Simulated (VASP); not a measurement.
# SbO5 (P6/mmm) in VASP: a series of runs

SbO5 is run at these levels: PBE; tasks: single point.

Everything below comes from runs of VASP 6.6.1. Logs are shortened: lines on timing, memory, paths and dates and some standing lists are left out, and cuts for length are marked.

## Step 1: The cell of the first run

The structure is hexagonal, space group P6/mmm (No. 191). Conventional cell: a = 4.072 Å, b = 4.072 Å, c = 5.243 Å, α = 90.00°, β = 90.00°, γ = 120.00°. Within 3.5 Å of Sb (site symmetry 6/mmm) lie 14 O at 2.62 to 2.82 Å. O (site symmetry 3m) has 7 O at 2.14 to 2.58 Å and 3 Sb at 2.82 Å within 2.9 Å. Within 3.4 Å of O (site symmetry 6/mmm) lie 12 O at 2.58 Å and 2 Sb at 2.62 Å.

The cell was generated, and may not be a known phase.

## Step 2: Single point, PBE

INCAR

```
SYSTEM = SbO5
ALGO     = Normal         ! electronic algorithm
EDIFF    = 1E-6           ! SCF threshold, eV
ENCUT    = 520            ! plane-wave cutoff, eV
GGA      = PE             ! functional
ISIF     = 2              ! what is computed and relaxed
ISMEAR   = 0              ! smearing method
LASPH    = .True.         ! aspherical terms in the spheres
LCHARG   = .False.        ! write CHGCAR
LREAL    = .False.        ! projectors in reciprocal space
LWAVE    = .False.        ! write WAVECAR
NBANDS   = 26             ! bands
NELM     = 60             ! most SCF steps
PREC     = Accurate       ! precision mode
SIGMA    = 0.1            ! smearing width, eV
```

KPOINTS

```
k-points
0
Gamma
  6 6 4
  0 0 0
```

POSCAR

```
SbO5
1.0
    4.0723234900      0.0000000000      0.0000000000
   -2.0361617400      3.5267355900      0.0000000000
    0.0000000000      0.0000000000      5.2432117500
Sb O
1 5
Direct
    0.0000000000      0.0000000000      0.0000000000
    0.3333333300      0.6666666700      0.2963661500
    0.3333333300      0.6666666700      0.7036338500
    0.6666666700      0.3333333300      0.7036338500
    0.6666666700      0.3333333300      0.2963661500
    0.0000000000      0.0000000000      0.5000000000
```

Potentials or basis: VASP PAW PBE potentials, release 64 (Sb, O).

Command:

```
cat potpaw_PBE.64/Sb/POTCAR potpaw_PBE.64/O/POTCAR > POTCAR
mpirun -np 1 vasp_std > vasp.out
```

OUTCAR:

```text
SYSTEM = SbO5
   EDIFF = 1E-6
   ENCUT = 520
   GGA = PE
   ISIF = 2
   ISMEAR = 0
   LASPH = .True.
   LREAL = .False.
   NELM = 60
   PREC = Accurate

 ion  position               nearest neighbor table
   1  0.000  0.000  0.000-   6 2.62   6 2.62   4 2.82   5 2.82   2 2.82   3 2.82   2 2.82   3 2.82
                             4 2.82   5 2.82   4 2.82   5 2.82   2 2.82   3 2.82
   2  0.333  0.667  0.296-   1 2.82   1 2.82   1 2.82
   3  0.333  0.667  0.704-   1 2.82   1 2.82   1 2.82
   4  0.667  0.333  0.704-   1 2.82   1 2.82   1 2.82
   5  0.667  0.333  0.296-   1 2.82   1 2.82   1 2.82
   6  0.000  0.000  0.500-   1 2.62   1 2.62

  LATTYP: Found a hexagonal cell.
 ALAT       =     4.0723234900
 C/A-ratio  =     1.2875233912

  Lattice vectors:

 A1 = (   4.0723234900,   0.0000000000,   0.0000000000)
 A2 = (  -2.0361617400,   3.5267355900,   0.0000000000)
 A3 = (   0.0000000000,   0.0000000000,   5.2432117500)

Analysis of symmetry for initial positions (statically):
=====================================================================
 Subroutine PRICEL returns:
 Original cell was already a primitive cell.

 Routine SETGRP: Setting up the symmetry group for a
 hexagonal supercell.

 Subroutine GETGRP returns: Found 24 space group operations
 (whereof 24 operations were pure point group operations)
 out of a pool of 24 trial point group operations.

The static configuration has the point symmetry D_6h.

Analysis of symmetry for dynamics (positions and initial velocities):
=====================================================================
 Subroutine PRICEL returns:
 Original cell was already a primitive cell.

 Routine SETGRP: Setting up the symmetry group for a
 hexagonal supercell.

 Subroutine GETGRP returns: Found 24 space group operations
 (whereof 24 operations were pure point group operations)
 out of a pool of 24 trial point group operations.

The dynamic configuration has the point symmetry D_6h.

 Subroutine INISYM returns: Found 24 space group operations
 (whereof 24 operations are pure point group operations),
 and found     1 'primitive' translations

----------------------------------------------------------------------------------------

                                     Primitive cell

  volume of cell :      75.3031

  direct lattice vectors                    reciprocal lattice vectors
     4.072323490  0.000000000  0.000000000     0.245560060  0.141774167  0.000000000
    -2.036161740  3.526735590  0.000000000     0.000000000  0.283548334  0.000000000
     0.000000000  0.000000000  5.243211750     0.000000000  0.000000000  0.190722795

  length of vectors
     4.072323490  4.072323483  5.243211750     0.283548333  0.283548334  0.190722795

  position of ions in fractional coordinates (direct lattice)
     0.000000000  0.000000000  0.000000000
     0.333333330  0.666666670  0.296366150
     0.333333330  0.666666670  0.703633850
     0.666666670  0.333333330  0.703633850
     0.666666670  0.333333330  0.296366150
     0.000000000  0.000000000  0.500000000

  ion indices of the primitive-cell ions
   primitive index   ion index
                 1           1
                 2           2
                 3           3
                 4           4
                 5           5
                 6           6

----------------------------------------------------------------------------------------

 KPOINTS: k-points

Automatic generation of k-mesh.
 Grid dimensions read from file:
 generate k-points for:    6    6    4

 Generating k-lattice:

  Cartesian coordinates                     Fractional coordinates (reciprocal lattice)
     0.040926677  0.023629028  0.000000000     0.166666667  0.000000000  0.000000000
     0.000000000  0.047258056  0.000000000     0.000000000  0.166666667  0.000000000
     0.000000000  0.000000000  0.047680699     0.000000000  0.000000000  0.250000000

  Length of vectors
     0.047258056  0.047258056  0.047680699

  Shift w.r.t. Gamma in fractional coordinates (k-lattice)
     0.000000000  0.000000000  0.000000000

 Subroutine IBZKPT returns following result:
 ===========================================

 Found     21 irreducible k-points:

 Following reciprocal coordinates:
            Coordinates               Weight
  0.000000  0.000000  0.000000      1.000000
  0.166667  0.000000  0.000000      6.000000
  0.333333  0.000000  0.000000      6.000000
  0.500000  0.000000  0.000000      3.000000
  0.166667  0.166667  0.000000      6.000000
  0.333333  0.166667  0.000000     12.000000
[... 13 lines left out ...]
  0.333333  0.166667  0.500000     12.000000
  0.333333  0.333333  0.500000      2.000000
   k-points           NKPTS =     21   k-points in BZ     NKDIM =     21   number of bands    NBANDS=     26
   number of dos      NEDOS =    301   number of ions     NIONS =      6
   total plane-waves  NPLWV =  36000
   dimension x,y,z NGX =    30 NGY =   30 NGZ =   40
   dimension x,y,z NGXF=    60 NGYF=   60 NGZF=   80
   ions per type =               1   5
   NGX,Y,Z   is equivalent  to a cutoff of  12.25, 12.25, 12.68 a.u.
   NGXF,Y,Z  is equivalent  to a cutoff of  24.49, 24.49, 25.37 a.u.
 SYSTEM =  SbO5
   PREC   = accura    normal or accurate (medium, high low for compatibility)
   ISTART =      0    job   : 0-new  1-cont  2-samecut
   ICHARG =      2    charge: 1-file 2-atom 10-const
   ISPIN  =      1    spin polarized calculation?
   LNONCOLLINEAR =      F non collinear calculations
   LSORBIT =      F    spin-orbit coupling
   LASPH  =      T    aspherical Exc in radial PAW
   ENCUT  =  520.0 eV  38.22 Ry    6.18 a.u.   7.57  7.57  9.75*2*pi/ulx,y,z
   NELM   =     60;   NELMIN=  2; NELMDL= -5     # of ELM steps
   EDIFF  = 0.1E-05   stopping-criterion for ELM
   LREAL  =      F    real-space projection
   EDIFFG = 0.1E-04   stopping-criterion for IOM
   NSW    =      0    number of steps for IOM
   IBRION =     -1    ionic relax: 0-MD 1-quasi-New 2-CG
   NFREE  =      0    steps in history (QN), initial steepest desc. (CG)
   ISIF   =      2    stress and relaxation
   ISYM   =      2    0-nonsym 1-usesym 2-fastsym
   POTIM  = 0.5000    time-step for ionic-motion
   TEBEG  =    0.0;   TEEND  =   0.0 temperature during run
   PSTRESS=    0.0 pullay stress
   NELECT =      35.0000    total number of electrons
   NUPDOWN=      -1.0000    fix difference up-down
   EMIN   =  10.00;   EMAX   =-10.00  energy-range for DOS
   EFERMI =   0.00;   METHOD = LEGACY
   ISMEAR =     0;   SIGMA  =   0.10  broadening in eV -4-tet -1-fermi 0-gaus
   EFERMI_NEDOS =   21; number of points for ismear=-14 and -15
   IALGO  =     38    algorithm
   IMIX   =      4    mixing-type and parameters
     AMIX     =   0.40;   BMIX     =  1.00
     AMIX_MAG =   1.60;   BMIX_MAG =  1.00
  volume/ion in A,a.u.               =      12.55        84.70
  Fermi-wavevector in a.u.,A,eV,Ry     =   1.268119  2.396397 21.879878  1.608126
  Thomas-Fermi vector in A             =   2.401231
   LORBIT       =      0    0 simple, 1 ext, 2 COOP (PROOUT), +10 PAW based schemes
   GGA     = PE    functional components
   LHFCALC =     F    Hartree Fock is set to
   AEXX    =    0.0000 exact exchange contribution
   IVDW    =     0    specifies the selected vdW correction
   LEPSILON=     F    determine dielectric tensor
   LRPA    =     F    only Hartree local field effects (RPA)
 non-spin polarized calculation
 Gauss-broadening in eV      SIGMA  =   0.10
  energy-cutoff  :      520.00
  volume of cell :       75.30
 maximum number of plane-waves:      2053
   NGX = 15   NGY = 15   NGZ = 19

 number of electron      35.0000024 magnetization

 Free energy of the ion-electron system (eV)
  ---------------------------------------------------
  ext. energy  EPLUGINS =         0.00000000
  ---------------------------------------------------
  free energy    TOTEN  =       -20.20579359 eV

  energy without entropy =      -20.14617326  energy(sigma->0) =      -20.17598343

 E-fermi :   2.7695     XC(G=0): -10.5934

 val. band max:        2.7583328892   @ k =   0.3333   0.1667   0.2500
 cond. band min:       2.7885510550   @ k =   0.3333   0.1667   0.2500
 fundamental gap:      0.0302181658
 Fermi energy:         2.7695042120

 k-point     1 :       0.0000    0.0000    0.0000
  band No.  band energies     occupation
      1     -15.8407      2.00000
      2     -14.2173      2.00000
      3     -13.2743      2.00000
      4     -12.8804      2.00000
      5     -12.2884      2.00000
      6      -5.6930      2.00000
[... 18 lines left out ...]
     25      12.7131      0.00000
     26      13.3476      0.00000

 k-point     2 :       0.1667    0.0000    0.0000
  band No.  band energies     occupation
      1     -15.6786      2.00000
      2     -14.1091      2.00000
      3     -13.4213      2.00000
      4     -12.9576      2.00000
      5     -12.4167      2.00000
      6      -5.5953      2.00000
[... 18 lines left out ...]
     25      12.9789      0.00000
     26      13.8292      0.00000

 k-point     3 :       0.3333    0.0000    0.0000
  band No.  band energies     occupation
      1     -15.2345      2.00000
      2     -13.8365      2.00000
      3     -13.8246      2.00000
      4     -13.1178      2.00000
      5     -12.7362      2.00000
      6      -5.3688      2.00000
[... 485 lines left out ...]
 k-point    20 :       0.3333    0.1667    0.5000
  band No.  band energies     occupation
      1     -14.7010      2.00000
      2     -14.0004      2.00000
      3     -13.8290      2.00000
      4     -13.2562      2.00000
      5     -13.1408      2.00000
      6      -5.7286      2.00000
[... 18 lines left out ...]
     25      13.7936      0.00000
     26      15.6700      0.00000

 k-point    21 :       0.3333    0.3333    0.5000
  band No.  band energies     occupation
      1     -14.2980      2.00000
      2     -14.2980      2.00000
      3     -13.4806      2.00000
      4     -13.4806      2.00000
      5     -13.4057      2.00000
      6      -5.8593      2.00000
[... 18 lines left out ...]
     25      15.3307      0.00000
     26      15.3307      0.00000

------------------------ aborting loop because EDIFF is reached ----------------------------------------

  FORCE on cell =-STRESS in cart. coord.  units (eV):
  Direction    XX          YY          ZZ          XY          YZ          ZX
  --------------------------------------------------------------------------------------
  -------------------------------------------------------------------------------------
  Total       -5.8129910     -5.8129910    -12.7711787     -0.0000000     -0.0000000      0.0000000
  in kB     -123.6794848   -123.6794845   -271.7246239     -0.0000002     -0.0000000      0.0000000
  external PRESSURE =    -173.0278644 kB  Pullay stress =       0.0000000 kB

 VOLUME and BASIS-vectors are now :
 -----------------------------------------------------------------------------
  energy-cutoff  :      520.00
  volume of cell :       75.30
      direct lattice vectors                 reciprocal lattice vectors
     4.072323490  0.000000000  0.000000000     0.245560060  0.141774167  0.000000000
    -2.036161740  3.526735590  0.000000000     0.000000000  0.283548334  0.000000000
     0.000000000  0.000000000  5.243211750     0.000000000  0.000000000  0.190722795

 POSITION                                       TOTAL-FORCE (eV/Angst)
 -----------------------------------------------------------------------------------
      0.00000      0.00000      0.00000         0.000000      0.000000      0.000000
     -0.00000      2.35116      1.55391        -0.000000     -0.000000     -0.586574
     -0.00000      2.35116      3.68930        -0.000000     -0.000000      0.586574
      2.03616      1.17558      3.68930        -0.000000      0.000000      0.586574
      2.03616      1.17558      1.55391         0.000000      0.000000     -0.586574
      0.00000      0.00000      2.62161         0.000000      0.000000      0.000000
 -----------------------------------------------------------------------------------
    total drift:                               -0.000000      0.000000      0.000000

  FREE ENERGIE OF THE ION-ELECTRON SYSTEM (eV)
  ---------------------------------------------------
  free  energy   TOTEN  =       -20.2057935926 eV

  energy  without entropy=      -20.1461732646  energy(sigma->0) =      -20.17598343
```

Run time: 46 s. Hardware: 1 thread of Intel Xeon Platinum 8488C (Sapphire Rapids), shared host; peak memory 0.19 GiB.

What came out:

```
Free energy            : -20.2058 eV
Pressure               : -17.3 GPa
Largest force          : 0.587 eV/Å
Band gap on the k mesh : zero (an odd number of electrons rules out a gap without spin polarisation)
```

Forces on the atoms (eV/Å):
```
Sb   0.000  0.000  0.000
O    0.000  0.000 -0.587
O    0.000  0.000  0.587
O    0.000  0.000  0.587
O    0.000  0.000 -0.587
O    0.000  0.000  0.000
```

Levels at points of the mesh, in eV from the Fermi level:
```
           k point  band 15  band 16  band 17  band 18  band 19  band 20
(0.00, 0.00, 0.00)    -2.38    -0.40    -0.21    -0.21     0.37     0.37
(0.50, 0.00, 0.00)    -0.38    -0.30    -0.09     0.06     0.16     0.44
(0.00, 0.00, 0.50)    -1.84    -1.06    -1.06     0.16     0.57     0.71
(0.50, 0.00, 0.50)    -0.64    -0.34    -0.14    -0.06    -0.03     0.11
```

Caveat: the stress differs along the axes, from -27 to -12 GPa; spin-orbit coupling is left out, which moves the levels of the heavy elements; an odd number of electrons without spin polarisation forces a metal; a magnetic or distorted state may lie lower.

## Step 3: Single point, PBE

This run uses another cell than the first one, of 12.51 Å³/atom.

INCAR

```
SYSTEM = SbO5
PREC     = Accurate       ! precision mode
ENCUT    = 520            ! plane-wave cutoff, eV
EDIFF    = 1E-6           ! SCF threshold, eV
ISMEAR   = 0              ! smearing method
SIGMA    = 0.1            ! smearing width, eV
LREAL    = .False.        ! projectors in reciprocal space
LASPH    = .True.         ! aspherical terms in the spheres
NELM     = 100            ! most SCF steps
ALGO     = Normal         ! electronic algorithm
ISIF     = 2              ! what is computed and relaxed
LWAVE    = .False.        ! write WAVECAR
LCHARG   = .True.         ! write CHGCAR
GGA      = PE             ! functional
LELF     = .True.         ! ELF
LVHAR    = .True.       
NBANDS   = 26             ! bands
```

KPOINTS

```
regular mesh
0
Gamma
  6 6 4
  0 0 0
```

POSCAR

```
SbO5
1.0
    4.6260269069     -0.0000000033      0.0000000000
   -2.3130134506      4.0062568216      0.0000000000
    0.0000000000      0.0000000000      4.0490274664
Sb O
1 5
Direct
    0.0000000000      0.0000000000      0.0000000000
    0.3333333333      0.6666666667      0.1651179027
    0.3333333333      0.6666666667      0.8348820973
    0.6666666667      0.3333333333      0.8348820973
    0.6666666667      0.3333333333      0.1651179027
    0.0000000000      0.0000000000      0.5000000000
```

Potentials or basis: VASP PAW PBE potentials, release 64 (Sb, O).

Command:

```
cat potpaw_PBE.64/Sb/POTCAR potpaw_PBE.64/O/POTCAR > POTCAR
mpirun -np 1 vasp_std > vasp.out
```

OUTCAR:

```text
SYSTEM = SbO5
   PREC = Accurate
   ENCUT = 520
   EDIFF = 1E-6
   ISMEAR = 0
   LREAL = .False.
   LASPH = .True.
   NELM = 100
   ISIF = 2
   GGA = PE

 ion  position               nearest neighbor table
   1  0.000  0.000  0.000-   6 2.02   6 2.02   4 2.75   5 2.75   2 2.75   3 2.75   2 2.75   3 2.75
                             4 2.75   5 2.75   4 2.75   5 2.75   2 2.75   3 2.75
   2  0.333  0.667  0.165-   3 1.34   1 2.75   1 2.75   1 2.75
   3  0.333  0.667  0.835-   2 1.34   1 2.75   1 2.75   1 2.75
   4  0.667  0.333  0.835-   5 1.34   1 2.75   1 2.75   1 2.75
   5  0.667  0.333  0.165-   4 1.34   1 2.75   1 2.75   1 2.75
[... 813 lines left out ...]
  Total       -0.1568034     -0.1568034      1.0984813      0.0000000     -0.0000000      0.0000000
  in kB       -3.3478683     -3.3478683     23.4533886      0.0000000     -0.0000000      0.0000000
  external PRESSURE =       5.5858840 kB  Pullay stress =       0.0000000 kB

 VOLUME and BASIS-vectors are now :
 -----------------------------------------------------------------------------
  energy-cutoff  :      520.00
  volume of cell :       75.04
      direct lattice vectors                 reciprocal lattice vectors
     4.626026907 -0.000000003  0.000000000     0.216168220  0.124804780  0.000000000
    -2.313013451  4.006256822  0.000000000     0.000000000  0.249609559  0.000000000
     0.000000000  0.000000000  4.049027466     0.000000000  0.000000000  0.246972886

 POSITION                                       TOTAL-FORCE (eV/Angst)
 -----------------------------------------------------------------------------------
      0.00000      0.00000      0.00000         0.000000      0.000000      0.000000
      0.00000      2.67084      0.66857         0.000000     -0.000000      0.462660
      0.00000      2.67084      3.38046         0.000000      0.000000     -0.462660
      2.31301      1.33542      3.38046        -0.000000      0.000000     -0.462660
      2.31301      1.33542      0.66857        -0.000000      0.000000      0.462660
      0.00000      0.00000      2.02451         0.000000      0.000000      0.000000
 -----------------------------------------------------------------------------------
    total drift:                                0.000000      0.000000     -0.000000

  FREE ENERGIE OF THE ION-ELECTRON SYSTEM (eV)
  ---------------------------------------------------
  free  energy   TOTEN  =       -28.4055793920 eV

  energy  without entropy=      -28.3848836021  energy(sigma->0) =      -28.39523150
```

Wall time 37 s (1 thread of Intel Xeon Platinum 8488C (Sapphire Rapids), shared host); peak memory 0.19 GiB.

What came out:

| Quantity | Value |
| --- | --- |
| Free energy | -28.4056 eV |
| Pressure | 0.6 GPa |
| Largest force | 0.463 eV/Å |
| Band gap on the k mesh | zero (an odd number of electrons rules out a gap without spin polarisation) |

Forces on the atoms (eV/Å):
```
Sb   0.000  0.000  0.000
O    0.000  0.000  0.463
O    0.000  0.000 -0.463
O    0.000  0.000 -0.463
O    0.000  0.000  0.463
O    0.000  0.000  0.000
```

Stress tensor (GPa, compression positive):
```
-0.33  0.00  0.00
 0.00 -0.33  0.00
 0.00  0.00  2.35
```

Levels at points of the mesh, in eV from the Fermi level:
```tsv
k point	band 15	band 16	band 17	band 18	band 19	band 20
(0.00, 0.00, 0.00)	-2.27	-0.98	-0.98	0.09	0.09	3.23
(0.50, 0.00, 0.00)	-2.34	-1.21	-0.69	-0.03	0.36	2.52
(0.00, 0.00, 0.50)	-1.40	-1.40	0.11	0.28	0.28	2.10
(0.50, 0.00, 0.50)	-1.39	-0.70	-0.09	0.17	0.69	1.27
```

Caveat: the k points lie up to 0.39 Å⁻¹ apart, too coarse for converged energies and pressures of a metal; spin-orbit coupling is left out, which moves the levels of the heavy elements; an odd number of electrons without spin polarisation forces a metal; a magnetic or distorted state may lie lower.

The gap in the log of VASP goes by the Fermi energy; the results here count the filled bands.